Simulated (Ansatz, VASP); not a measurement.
In3Ga5As8 in VASP and in Ansatz

```xyz
16
Lattice="0.0000 5.8052 5.8052 5.8052 0.0000 5.8052 5.8052 5.8052 0.0000" Properties=species:S:1:pos:R:3 pbc="T T T"
In   -0.0089   -0.0089   -0.0008
In    2.9034   -0.0089    2.9115
In   -0.0089    2.9034    2.9115
Ga    2.9093    2.9093   -0.0067
Ga    5.8055    2.9039    2.9023
Ga    2.9039    5.8055    2.9023
Ga    2.8989    2.8989    5.8089
Ga    5.8055    5.8055    5.8039
As    1.5160    1.5160    1.3866
As    4.2984    4.2984    1.5079
As    4.3530    1.5706    4.3548
As    7.1999    4.2984    4.4094
As    1.5706    4.3530    4.3548
As    4.2984    7.1999    4.4094
As    4.3530    4.3530    7.1372
As    7.2541    7.2541    7.2589
```

Alike in both runs: functional PBEsol; k mesh 3 × 3 × 3; occupations gaussian, width 0.01 eV; no spin polarisation.

Ansatz relaxed the structure, and its values are those at the end. VASP's run is a single point on that final structure, the one shown.

|  | VASP | Ansatz |
| --- | --- | --- |
| version | VASP 6.6.1 | Ansatz 0.2.0 |
| potentials or method | VASP PAW PBE potentials, release 64 (In_d, Ga_d, As) | scalar-relativistic, plane waves, PAW |
| plane-wave cutoff (eV) | 500 | 420 |
| valence electrons in the cell | 144 | 224 |

|  | VASP | Ansatz | Ansatz less VASP |
| --- | --- | --- | --- |
| pressure (GPa) | 0.9 | 0.8 | -0.12 |

VASP's potentials were made for PBE, not for PBEsol. VASP's potentials hold 144 valence electrons a cell and Ansatz's 224, so a difference there can come from the potentials and not from the codes. Ansatz's warnings: stress scf threshold loose.
